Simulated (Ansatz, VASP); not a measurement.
## One calculation of K2S, two programs

Contents of INCAR:

```
  PREC = Accurate
  ENCUT = 500
  EDIFF = 1E-6
  ISMEAR = 0
  SIGMA = 0.05
  LREAL = F
  LASPH = T
  NELM = 120
  ALGO = Normal
  ISIF = 2
  LWAVE = F
  LCHARG = F
  GGA = RE
  NBANDS = 19
  GGA_COMPAT = F
```

Contents of KPOINTS:

```
Automatic mesh
0
Gamma
  6 6 6
```

The input POSCAR:

```
K2S
1.0
    0.0000000000      3.7476799844      3.7476799844
    3.7476799844      0.0000000000      3.7476799844
    3.7476799844      3.7476799844      0.0000000000
K S
2 1
Direct
    0.2500000000      0.2500000000      0.2500000000
    0.7500000000      0.7500000000      0.7500000000
    0.0000000000      0.0000000000      0.0000000000
```

Input for Ansatz:

```yaml
crystal:
  lattice:
    - [0.0, 3.7476799844, 3.7476799844]
    - [3.7476799844, 0.0, 3.7476799844]
    - [3.7476799844, 3.7476799844, 0.0]
  atoms:
    - { symbol: K, position: [0.25, 0.25, 0.25] }
    - { symbol: K, position: [0.75, 0.75, 0.75] }
    - { symbol: S, position: [0.0, 0.0, 0.0] }
basis:
  ecutwfc: 420
  ecutrho_ratio: 4
kpoints:
  mp_grid: { grid: [6, 6, 6] }
hamiltonian:
  xc: revpbe
scf:
  occupations: { method: gaussian, width: 0.05 }
output:
  forces: true
  stress: true
  eigenvalues: true
```

Alike in both runs: task single point; functional revPBE; k mesh 6 × 6 × 6; occupations gaussian, width 0.05 eV; no spin polarisation.

```csv
,VASP,Ansatz
version,VASP 6.6.1,Ansatz 0.2.0
potentials or method,"VASP PAW PBE potentials, release 64 (K_sv, S), cutoff 500 eV","scalar-relativistic, plane waves, PAW"
valence electrons in the cell,24,24
```

|  | VASP | Ansatz | Ansatz less VASP |
| --- | --- | --- | --- |
| gap on the k mesh at the Fermi level (eV) | 2.52 | 2.52 | 0.000 |
| least direct gap on the mesh (eV) | 2.68 | 2.68 | +0.001 |
| pressure (GPa) | 0.7 | 0.7 | -0.03 |

VASP's potentials were made for PBE, not for revPBE. The functional is the same, so the differences come from potentials, cutoffs and numerics.
